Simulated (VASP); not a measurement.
Crystal: SnTe2.

```
Sn Te
1.0
     3.74703    0.00000    0.00000
    -1.87352    3.24502    0.00000
     0.00000    0.00000   13.38304
Sn Te
2 4
Direct
  0.33333 0.66667 0.25000
  0.66667 0.33333 0.75000
  0.66667 0.33333 0.38668
  0.66667 0.33333 0.11332
  0.33333 0.66667 0.88668
  0.33333 0.66667 0.61332
```

- Program: VASP 6.6.1
- Task: relaxation of cell and atoms
- Functional: PBEsol
- Potentials or basis: VASP PAW PBE potentials, release 64 (Sn_d, Te)
- Cutoff: 600 eV
- k mesh: 6 × 6 × 2
- Occupations: fermi-dirac, width 0.03 eV
- Spin: no spin polarisation

At the start: pressure 11.4 GPa; volume 27.12 Å³/atom.

Where does the relaxation end?

Over 19 steps the energy falls by 270.2 meV/atom and the volume is 30.28 Å³/atom (+11.7 %); space group P6_3/mmc (No. 194, to 0.1 Å) before and after.

Step by step:
```csv
step,energy change (eV),largest force (eV/Å),pressure (GPa),volume (Å³)
1,0.0000,1.9289,11.36,162.73
2,-0.4289,0.3888,-5.28,212.35
3,-0.9380,0.2889,-0.47,187.97
4,-0.9381,0.3116,-0.31,187.45
5,-1.0554,0.4120,-0.32,187.20
6,-1.3911,0.6483,-0.09,185.97
7,-1.1546,0.6502,2.84,180.74
8,-1.4722,0.7985,0.66,184.49
9,-1.5390,0.5061,-0.20,186.23
10,-1.5538,0.2817,-0.73,187.58
11,-1.5942,0.1655,-0.45,185.34
12,-1.6197,0.0203,-0.02,182.26
13,-1.6208,0.0103,0.09,181.52
14,-1.6209,0.0151,0.12,181.40
15,-1.6211,0.0207,-0.06,181.89
16,-1.6211,0.0198,-0.02,181.81
17,-1.6211,0.0200,-0.04,181.82
18,-1.6212,0.0125,-0.01,181.75
19,-1.6212,0.0058,0.01,181.69
```

Final structure:
```
Sn Te
1.0
     4.11805    0.00000    0.00000
    -2.05902    3.56633    0.00000
     0.00000    0.00000   12.37147
Sn Te
2 4
Direct
  0.33333 0.66667 0.25000
  0.66667 0.33333 0.75000
  0.66667 0.33333 0.40428
  0.66667 0.33333 0.09572
  0.33333 0.66667 0.90428
  0.33333 0.66667 0.59572
```

Caveat: the PAW data sets were made with another functional, which shifts forces and pressure a little.
